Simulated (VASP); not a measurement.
Wanted: the native input for a VASP 6.6.1 run.

```
Task                   : single point
Functional             : PBE
Potentials or basis    : VASP PAW PBE potentials, release 64 (Al, Ni)
Cutoff                 : 520 eV
k mesh                 : 14 × 14 × 14
Occupations            : gaussian, width 0.1 eV
Spin                   : no spin polarisation
Dipole correction      : no
Further INCAR settings : ALGO = Normal; EDIFF = 1e-06; NBANDS = 24
```

The structure of AlNi3 lies in POSCAR:

```
AlNi3
1.0
    0.0000000000      2.7782745403      2.7782745403
    2.7782745403      0.0000000000      2.7782745403
    2.7782745403      2.7782745403      0.0000000000
Al Ni
1 3
Direct
    0.5000000000      0.5000000000      0.5000000000
    0.2500000000      0.2500000000      0.2500000000
    0.0000000000      0.0000000000      0.0000000000
    0.7500000000      0.7500000000      0.7500000000
```

This cell differs from its parent crystal: volume scaled by 0.94.

These files were run (other wordings do the same):

INCAR

```
SYSTEM = AlNi3
PREC = Accurate ; ENCUT = 520
EDIFF = 1E-6 ; ISMEAR = 0
SIGMA = 0.1 ; LREAL = .False.
LASPH = .True. ; NELM = 100
ALGO = Normal ; ISIF = 2
LWAVE = .False. ; LCHARG = .False.
GGA = PE ; NBANDS = 24
```

KPOINTS

```
regular mesh
0
Gamma
  14 14 14
  0 0 0
```

Potentials or basis: VASP PAW PBE potentials, release 64 (Al, Ni).

Launch:

```console
$ cat potpaw_PBE.64/Al/POTCAR potpaw_PBE.64/Ni/POTCAR > POTCAR
$ mpirun -np 1 vasp_std > vasp.out
```

It gave:

```
Pressure : 12.7 GPa
```

Run time: 48 s on 1 thread of Intel(R) Xeon(R) 6975P-C (Granite Rapids), with other jobs on the host, peak memory 0.23 GiB.
